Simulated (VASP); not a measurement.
# MgS (P-6m2) in VASP: further runs

The runs below take MgS through single point, relaxation of cell and atoms, with B3LYP, PBE0, PBEsol-based global hybrid with 25 % exact exchange.

Program: VASP 6.6.1. These are calculated values, not measurements. Logs are shortened: lines on timing, memory, paths and dates and some standing lists are left out, and cuts for length are marked.

### 1 The cell of the first run

The structure is hexagonal, space group P-6m2 (No. 187). The conventional cell has a = 3.611 Å, b = 3.611 Å, c = 3.305 Å, α = 90.00°, β = 90.00°, γ = 120.00°. Within 3.7 Å of Mg (site symmetry -6m2) lie 6 S at 2.66 Å and 8 Mg at 3.31 to 3.61 Å. Within 3.7 Å of S (site symmetry -6m2) lie 6 Mg at 2.66 Å and 8 S at 3.31 to 3.61 Å.

### 2 Single point, B3LYP

POSCAR

```
MgS
1.0
    3.6109100000      0.0000000000      0.0000000000
   -1.8054500000      3.1271400000      0.0000000000
    0.0000000000      0.0000000000      3.3052600000
Mg S
1 1
Direct
    0.0000000000      0.0000000000      0.5000000000
    0.6666700000      0.3333300000      0.0000000000
```

INCAR.step1

```
PREC = Accurate
ENCUT = 520
EDIFF = 1E-5
ISMEAR = -1
SIGMA = 0.05
LREAL = False
LASPH = True
NELM = 80
ALGO = Normal
ISIF = 2
LWAVE = True
LCHARG = False
NBANDS = 11
GGA = PE
```

INCAR.step2

```
PREC = Accurate
ENCUT = 520
EDIFF = 1E-6
ISMEAR = -1
SIGMA = 0.05
LREAL = False
LASPH = True
NELM = 80
ALGO = Normal
ISIF = 2
LWAVE = False
LCHARG = False
GGA = B3
LHFCALC = True
AEXX = 0.2
AGGAX = 0.72
AGGAC = 0.81
ALDAC = 0.19
PRECFOCK = Normal
NBANDS = 11
ISTART = 1
```

KPOINTS

```
Automatic mesh
0
Gamma
  5 5 4
```

Potentials or basis: VASP PAW PBE potentials, release 64 (Mg, S).

Command:

```console
$ cat potpaw_PBE.64/Mg/POTCAR potpaw_PBE.64/S/POTCAR > POTCAR
$ cp INCAR.step1 INCAR
$ mpirun -np 1 vasp_std > vasp.out
$ cp INCAR.step2 INCAR
$ mpirun -np 1 vasp_std > vasp.out
```

OUTCAR:

```text
PREC = Accurate
   ENCUT = 520
   EDIFF = 1E-6
   ISMEAR = -1
   LREAL = False
   LASPH = True
   NELM = 80
   ISIF = 2
   GGA = B3
   LHFCALC = True
   AEXX = 0.2
   PRECFOCK = Normal
   ISTART = 1

 ion  position               nearest neighbor table
   1  0.000  0.000  0.500-   2 2.66   2 2.66   2 2.66   2 2.66   2 2.66   2 2.66
   2  0.667  0.333  0.000-   1 2.66   1 2.66   1 2.66   1 2.66   1 2.66   1 2.66

  LATTYP: Found a hexagonal cell.
 ALAT       =     3.6109100000
 C/A-ratio  =     0.9153537474

  Lattice vectors:

 A1 = (   3.6109100000,   0.0000000000,   0.0000000000)
 A2 = (  -1.8054500000,   3.1271400000,   0.0000000000)
 A3 = (   0.0000000000,   0.0000000000,   3.3052600000)

Analysis of symmetry for initial positions (statically):
=====================================================================
 Subroutine PRICEL returns:
 Original cell was already a primitive cell.

 Routine SETGRP: Setting up the symmetry group for a
 hexagonal supercell.

 Subroutine GETGRP returns: Found  4 space group operations
 (whereof  4 operations were pure point group operations)
 out of a pool of 24 trial point group operations.

The static configuration has the point symmetry C_2v.

Analysis of symmetry for dynamics (positions and initial velocities):
=====================================================================
 Subroutine PRICEL returns:
 Original cell was already a primitive cell.

 Routine SETGRP: Setting up the symmetry group for a
 hexagonal supercell.

 Subroutine GETGRP returns: Found  4 space group operations
 (whereof  4 operations were pure point group operations)
 out of a pool of 24 trial point group operations.

The dynamic configuration has the point symmetry C_2v.

 Subroutine INISYM returns: Found  4 space group operations
 (whereof  4 operations are pure point group operations),
 and found     1 'primitive' translations

----------------------------------------------------------------------------------------

                                     Primitive cell

  volume of cell :      37.3224

  direct lattice vectors                    reciprocal lattice vectors
     3.610910000  0.000000000  0.000000000     0.276938500  0.159890064  0.000000000
    -1.805450000  3.127140000  0.000000000     0.000000000  0.319781014  0.000000000
     0.000000000  0.000000000  3.305260000     0.000000000  0.000000000  0.302548060

  length of vectors
     3.610910000  3.610907681  3.305260000     0.319780809  0.319781014  0.302548060

  position of ions in fractional coordinates (direct lattice)
     0.000000000  0.000000000  0.500000000
     0.666670000  0.333330000  0.000000000

  ion indices of the primitive-cell ions
   primitive index   ion index
                 1           1
                 2           2

----------------------------------------------------------------------------------------

 KPOINTS: Automatic mesh

Automatic generation of k-mesh.
 Grid dimensions read from file:
 generate k-points for:    5    5    4

 Generating k-lattice:

  Cartesian coordinates                     Fractional coordinates (reciprocal lattice)
     0.055387700  0.031978013  0.000000000     0.200000000  0.000000000  0.000000000
     0.000000000  0.063956203  0.000000000     0.000000000  0.200000000  0.000000000
     0.000000000  0.000000000  0.075637015     0.000000000  0.000000000  0.250000000

  Length of vectors
     0.063956162  0.063956203  0.075637015

  Shift w.r.t. Gamma in fractional coordinates (k-lattice)
     0.000000000  0.000000000  0.000000000

 Subroutine IBZKPT returns following result:
 ===========================================

 Found     27 irreducible k-points:

 Following reciprocal coordinates:
            Coordinates               Weight
  0.000000  0.000000  0.000000      1.000000
  0.200000 -0.000000  0.000000      4.000000
 -0.200000  0.200000  0.000000      2.000000
  0.400000  0.000000  0.000000      4.000000
 -0.400000  0.400000  0.000000      2.000000
  0.200000  0.200000  0.000000      2.000000
[... 16 lines left out ...]
 -0.400000  0.400000  0.500000      2.000000
  0.200000  0.200000  0.500000      2.000000
 [... further k-points ...]
   k-points           NKPTS =     27   k-points in BZ     NKDIM =    100   number of bands    NBANDS=     11
   number of dos      NEDOS =    301   number of ions     NIONS =      2
   total plane-waves  NPLWV =  21952
   dimension x,y,z NGX =    28 NGY =   28 NGZ =   28
   dimension x,y,z NGXF=    56 NGYF=   56 NGZF=   56
   ions per type =               1   1
   NGX,Y,Z   is equivalent  to a cutoff of  12.89, 12.89, 14.08 a.u.
   NGXF,Y,Z  is equivalent  to a cutoff of  25.78, 25.78, 28.17 a.u.
 SYSTEM =  unknown system
   PREC   = accura    normal or accurate (medium, high low for compatibility)
   ISTART =      1    job   : 0-new  1-cont  2-samecut
   ICHARG =      0    charge: 1-file 2-atom 10-const
   ISPIN  =      1    spin polarized calculation?
[... 64 lines left out ...]
 fundamental gap:      3.0361455057
 Fermi energy:         4.4546715919

 k-point     1 :       0.0000    0.0000    0.0000
  band No.  band energies     occupation
      1     -10.7058      2.00000
      2       2.5419      2.00000
      3       2.5419      2.00000
      4       2.5588      2.00000
      5       6.9271      0.00000
      6      10.4289      0.00000
      7      12.0371      0.00000
      8      12.0372      0.00000
      9      16.3859      0.00000
     10      19.0257      0.00000
     11      19.1157      0.00000

 k-point     2 :       0.2000   -0.0000    0.0000
  band No.  band energies     occupation
      1     -10.3722      2.00000
      2       0.4780      2.00000
      3       2.1353      2.00000
      4       2.7835      2.00000
      5       8.2032      0.00000
      6      10.3251      0.00000
      7      12.2496      0.00000
      8      13.4219      0.00000
      9      15.9204      0.00000
     10      18.1144      0.00000
     11      18.3759      0.00000

 k-point     3 :      -0.2000    0.2000    0.0000
  band No.  band energies     occupation
      1     -10.3722      2.00000
      2       0.4779      2.00000
      3       2.1353      2.00000
      4       2.7835      2.00000
      5       8.2032      0.00000
      6      10.3252      0.00000
      7      12.2496      0.00000
      8      13.4218      0.00000
      9      15.9204      0.00000
     10      18.1144      0.00000
     11      18.3760      0.00000

 k-point     4 :       0.4000    0.0000    0.0000
  band No.  band energies     occupation
      1      -9.7089      2.00000
      2      -1.7821      2.00000
      3       1.5941      2.00000
      4       3.1987      2.00000
      5       8.0958      0.00000
      6      11.0641      0.00000
      7      13.4351      0.00000
      8      13.8608      0.00000
      9      16.3634      0.00000
     10      17.5536      0.00000
     11      18.1608      0.00000

 k-point     5 :      -0.4000    0.4000    0.0000
  band No.  band energies     occupation
      1      -9.7089      2.00000
      2      -1.7822      2.00000
      3       1.5941      2.00000
      4       3.1987      2.00000
      5       8.0958      0.00000
      6      11.0641      0.00000
      7      13.4351      0.00000
      8      13.8608      0.00000
      9      16.3633      0.00000
     10      17.5536      0.00000
     11      18.1608      0.00000
[... 211 lines left out ...]
 k-point    21 :      -0.2000    0.2000    0.5000
  band No.  band energies     occupation
      1      -9.2700      2.00000
      2      -2.2151      2.00000
      3       1.6738      2.00000
      4       2.9440      2.00000
      5       9.0619      0.00000
      6      11.4693      0.00000
      7      12.2978      0.00000
      8      13.8294      0.00000
      9      14.0255      0.00000
     10      15.4914      0.00000
     11      17.8133      0.00000

 k-point    22 :       0.4000    0.0000    0.5000
  band No.  band energies     occupation
      1      -8.7335      2.00000
      2      -1.2609      2.00000
      3      -0.2942      2.00000
      4       2.4508      2.00000
      5       6.3748      0.00000
      6      10.6853      0.00000
      7      11.3831      0.00000
      8      13.0363      0.00000
      9      17.2873      0.00000
     10      19.0245      0.00000
     11      20.7690      0.00000

 k-point    23 :      -0.4000    0.4000    0.5000
  band No.  band energies     occupation
      1      -8.7335      2.00000
      2      -1.2609      2.00000
      3      -0.2942      2.00000
      4       2.4509      2.00000
      5       6.3748      0.00000
      6      10.6853      0.00000
      7      11.3831      0.00000
      8      13.0363      0.00000
      9      17.2873      0.00000
     10      19.0244      0.00000
     11      20.7690      0.00000

 k-point    24 :       0.2000    0.2000    0.5000
  band No.  band energies     occupation
      1      -8.8497      2.00000
      2      -1.4878      2.00000
      3       0.3672      2.00000
      4       1.9773      2.00000
      5       7.3207      0.00000
      6       9.7818      0.00000
      7      12.4982      0.00000
      8      14.0051      0.00000
      9      16.0599      0.00000
     10      17.8769      0.00000
     11      18.9840      0.00000

 [... further k-points ...]
[... 5 lines left out ...]
  --------------------------------------------------------------------------------------
  -------------------------------------------------------------------------------------
  Total        0.1455226      0.1455159      0.0841032     -0.0000056      0.0000000      0.0000000
  in kB        6.2470003      6.2467113      3.6103830     -0.0002410      0.0000000      0.0000000
  external PRESSURE =       5.3680315 kB  Pullay stress =       0.0000000 kB

 VOLUME and BASIS-vectors are now :
 -----------------------------------------------------------------------------
  energy-cutoff  :      520.00
  volume of cell :       37.32
      direct lattice vectors                 reciprocal lattice vectors
     3.610910000  0.000000000  0.000000000     0.276938500  0.159890064  0.000000000
    -1.805450000  3.127140000  0.000000000     0.000000000  0.319781014  0.000000000
     0.000000000  0.000000000  3.305260000     0.000000000  0.000000000  0.302548060

 POSITION                                       TOTAL-FORCE (eV/Angst)
 -----------------------------------------------------------------------------------
      0.00000      0.00000      1.65263         0.000037     -0.000022      0.000000
      1.80547      1.04237      0.00000        -0.000037      0.000022      0.000000
 -----------------------------------------------------------------------------------
    total drift:                               -0.000004     -0.000007     -0.000000

  FREE ENERGIE OF THE ION-ELECTRON SYSTEM (eV)
  ---------------------------------------------------
  free  energy   TOTEN  =        -8.6662913730 eV

  energy  without entropy=       -8.6662913730  energy(sigma->0) =       -8.66629137
```

Run time: 3.5 min. Hardware: 1 thread of Intel Xeon 6975P-C (Granite Rapids), shared host; peak memory 0.18 GiB.

What came out:

* Free energy: -8.6663 eV
* Pressure: 0.5 GPa
* Band gap on the k mesh: 3.04 eV (least direct gap 3.92 eV)

Stress tensor (GPa, compression positive):
```
0.62 0.00 0.00
0.00 0.62 0.00
0.00 0.00 0.36
```

Levels at points of the mesh, in eV from the valence-band top:
| k point | band 2 | band 3 | band 4 | band 5 | band 6 | band 7 |
| --- | --- | --- | --- | --- | --- | --- |
| (0.00, 0.00, 0.00) | -0.80 | -0.80 | -0.78 | 3.59 | 7.09 | 8.70 |
| (0.00, 0.00, 0.50) | -6.00 | -0.04 | -0.04 | 7.08 | 8.72 | 9.96 |

Caveat: the k points lie up to 0.48 Å⁻¹ apart; the PAW data sets were made with another functional, which shifts forces and pressure a little; an odd mesh through Γ misses points on the zone boundary, where band edges can lie.

### 3 Relaxation of cell and atoms, PBE0

POSCAR is that of step 2.

INCAR.step1

```
PREC     = Accurate       # precision mode
ENCUT    = 600            # plane-wave cutoff, eV
EDIFF    = 1E-5           # SCF threshold, eV
ISMEAR   = -1             # smearing method
SIGMA    = 0.05           # smearing width, eV
LREAL    = False          # projectors in reciprocal space
LASPH    = True           # aspherical terms in the spheres
NELM     = 80             # most SCF steps
ALGO     = Normal         # electronic algorithm
LWAVE    = True           # write WAVECAR
LCHARG   = False          # write CHGCAR
GGA      = PE             # functional
NBANDS   = 11             # bands
```

INCAR.step2

```
PREC     = Accurate       # precision mode
ENCUT    = 600            # plane-wave cutoff, eV
EDIFF    = 1E-6           # SCF threshold, eV
ISMEAR   = -1             # smearing method
SIGMA    = 0.05           # smearing width, eV
LREAL    = False          # projectors in reciprocal space
LASPH    = True           # aspherical terms in the spheres
NELM     = 80             # most SCF steps
ALGO     = Normal         # electronic algorithm
ISIF     = 3              # what is computed and relaxed
LWAVE    = False          # write WAVECAR
LCHARG   = False          # write CHGCAR
GGA      = PE             # functional
LHFCALC  = True           # exact exchange
AEXX     = 0.25           # exact-exchange fraction
PRECFOCK = Normal       
IBRION   = 2              # ionic algorithm
NSW      = 60             # ionic steps
EDIFFG   = -0.01          # ionic threshold
ISTART   = 1
```

KPOINTS is that of step 2.

Potentials or basis: VASP PAW PBE potentials, release 64 (Mg, S).

Command:

```console
$ cat potpaw_PBE.64/Mg/POTCAR potpaw_PBE.64/S/POTCAR > POTCAR
$ cp INCAR.step1 INCAR
$ mpirun -np 1 vasp_std > vasp.out
$ cp INCAR.step2 INCAR
$ mpirun -np 1 vasp_std > vasp.out
```

It took 22 min on 1 thread of Intel Xeon Platinum 8259CL at 2.50GHz (Skylake/Cascade Lake), shared host; peak memory 0.19 GiB.

It converged, with:

| Quantity | Value |
| --- | --- |
| Free energy | -9.8829 eV |
| Relaxed volume | 18.25 Å³/atom |
| Relaxed cell | a = 3.580 Å, b = 3.580 Å, c = 3.288 Å, α = 90.00°, β = 90.00°, γ = 120.00° |
| Space group after relaxing (to 0.1 Å) | P-6m2 (No. 187) |
| Energy gained by relaxing | 2.0 meV/atom |
| Ionic steps | 5 |
| Pressure after relaxing | 0.0 GPa |
| Band gap on the k mesh | 3.18 eV (least direct gap 4.11 eV) |

The path:
```tsv
step	energy change (eV)	largest force (eV/Å)	pressure (GPa)	volume (Å³)
1	0.0000	0.0000	-1.55	37.32
2	-0.0037	0.0000	0.38	36.36
3	-0.0039	0.0000	0.00	36.53
4	-0.0039	0.0000	0.04	36.51
5	-0.0040	0.0000	0.04	36.50
```

Final structure:
```xyz
2
Lattice="3.5800 0.0000 0.0000 -1.7900 3.1004 0.0000 0.0000 0.0000 3.2884" Properties=species:S:1:pos:R:3 pbc="T T T"
Mg   -1.7900    3.1004    1.6442
S     1.7900    1.0334    0.0000
```

Levels at points of the mesh, in eV from the valence-band top:
| k point | band 2 | band 3 | band 4 | band 5 | band 6 | band 7 |
| --- | --- | --- | --- | --- | --- | --- |
| (0.00, 0.00, 0.00) | -0.85 | -0.80 | -0.80 | 3.90 | 7.15 | 9.03 |
| (0.00, 0.00, 0.50) | -6.35 | 0.00 | 0.00 | 7.39 | 9.12 | 10.35 |

Caveat: the k points lie up to 0.48 Å⁻¹ apart in the final cell; the PAW data sets were made with another functional, which shifts forces and pressure a little; an odd mesh through Γ misses points on the zone boundary, where band edges can lie.

### 4 Relaxation of cell and atoms, PBEsol-based global hybrid with 25 % exact exchange

POSCAR is that of step 3.

INCAR.step1

```
ALGO = Normal
EDIFF = 1E-5
ENCUT = 600
GGA = PE
ISMEAR = -1
LASPH = T
LCHARG = F
LREAL = F
LWAVE = T
NBANDS = 11
NELM = 60
PREC = Accurate
SIGMA = 0.05
```

INCAR.step2

```
AEXX = 0.25
ALGO = Normal
EDIFF = 1E-6
EDIFFG = -0.01
ENCUT = 600
GGA = PS
IBRION = 2
ISIF = 3
ISMEAR = -1
ISTART = 1
LASPH = T
LCHARG = F
LHFCALC = T
LREAL = F
LWAVE = F
NELM = 60
NSW = 60
PREC = Accurate
PRECFOCK = Normal
SIGMA = 0.05
```

KPOINTS

```
k-points
0
Gamma
  5 5 4
```

Command:

```console
$ cat potpaw_PBE.64/Mg/POTCAR potpaw_PBE.64/S/POTCAR > POTCAR
$ cp INCAR.step1 INCAR
$ mpirun -np 1 vasp_std > vasp.out
$ cp INCAR.step2 INCAR
$ mpirun -np 1 vasp_std > vasp.out
```

It took 25 min on 1 thread of Intel Xeon Platinum 8259CL at 2.50GHz (Skylake/Cascade Lake), shared host; peak memory 0.19 GiB.

Results (log left out):

```yaml
Free_energy: -10.2856 eV
Relaxed_volume: 17.95 Å³/atom
Relaxed_cell: a = 3.558 Å, b = 3.558 Å, c = 3.274 Å, α = 90.00°, β = 90.00°, γ = 120.00°
Space_group_after_relaxing_to_0.1_Å: P-6m2 (No. 187)
Energy_gained_by_relaxing: 6.4 meV/atom
Ionic_steps: 5
Pressure_after_relaxing: 0.0 GPa
Band_gap_on_the_k_mesh: 3.07 eV (least direct gap 4.04 eV)
```

Step by step:
| step | energy change (eV) | largest force (eV/Å) | pressure (GPa) | volume (Å³) |
| --- | --- | --- | --- | --- |
| 1 | 0.0000 | 0.0000 | -2.77 | 37.32 |
| 2 | -0.0117 | 0.0000 | 0.72 | 35.61 |
| 3 | -0.0125 | 0.0000 | 0.02 | 35.92 |
| 4 | -0.0127 | 0.0000 | 0.00 | 35.89 |
| 5 | -0.0127 | 0.0000 | 0.01 | 35.90 |

Final structure:
```yaml
crystal:
  lattice:
    - [3.55836, 0.00000, 0.00000]
    - [-1.77918, 3.08163, 0.00000]
    - [0.00000, 0.00000, 3.27369]
  atoms:
    - { symbol: Mg, position: [0.00000, 0.00000, 0.50000] }
    - { symbol: S, position: [0.66667, 0.33333, 0.00000] }
```

Levels at points of the mesh, in eV from the valence-band top:
| k point | band 2 | band 3 | band 4 | band 5 | band 6 | band 7 |
| --- | --- | --- | --- | --- | --- | --- |
| (0.00, 0.00, 0.00) | -0.90 | -0.82 | -0.82 | 3.91 | 7.02 | 8.98 |
| (0.00, 0.00, 0.50) | -6.52 | 0.00 | 0.00 | 7.39 | 9.14 | 10.33 |

Caveat: the k points lie up to 0.48 Å⁻¹ apart in the final cell; the PAW data sets were made with another functional, which shifts forces and pressure a little; an odd mesh through Γ misses points on the zone boundary, where band edges can lie.

### 5 The runs side by side

| task | level | cell | cutoff (eV) | share of exact exchange | gap on the mesh (eV) | pressure (GPa) | relaxed volume (Å³/atom) |
| --- | --- | --- | --- | --- | --- | --- | --- |
| single point | B3LYP | as given | 520 | 0.2 | 3.04 | 0.5 | - |
| relaxation of cell and atoms | PBE0 | relaxed | 600 | 0.25 | 3.18 | 0.0 | 18.25 |
| relaxation of cell and atoms | PBEsol-based global hybrid with 25 % exact exchange | relaxed | 600 | 0.25 | 3.07 | 0.0 | 17.95 |

Alike in all rows: potentials or basis VASP PAW PBE potentials, release 64 (Mg, S); no spin polarisation; k mesh 5 × 5 × 4; smearing fermi-dirac 0.05 eV.

Caveats: all runs use coarse meshes; the PAW data sets were made with another functional, which shifts forces and pressure a little; an odd mesh through Γ misses points on the zone boundary, where band edges can lie.

Absolute energies hang on the potentials; compare differences alone.
